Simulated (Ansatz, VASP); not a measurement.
# AgCl in VASP and in Ansatz

```
CELL_PARAMETERS angstrom
0.00000 2.82754 2.82754
2.82754 0.00000 2.82754
2.82754 2.82754 0.00000
ATOMIC_POSITIONS crystal
Ag 0.50000 0.50000 0.50000
Cl 0.00000 0.00000 0.00000
```

Change from the starting cell: volume scaled by 1.06.

Alike in both runs: task single point; functional LDA; k mesh 8 × 8 × 8; occupations fermi-dirac, width 0.02 eV; no spin polarisation.

|  | VASP | Ansatz |
| --- | --- | --- |
| version | VASP 6.6.1 | Ansatz 0.2.0 |
| potentials or method | VASP PAW LDA potentials, release 64 (Ag, Cl), cutoff 520 eV | all-electron LAPW, scalar-relativistic |

|  | VASP | Ansatz | Ansatz less VASP |
| --- | --- | --- | --- |
| pressure (GPa) | -7.4 | -7.4 | +0.03 |

LDA's correlation is that of Perdew and Zunger in VASP and of Perdew and Wang (1992) in Ansatz. Ansatz ran all-electron here, and VASP with PAW potentials.
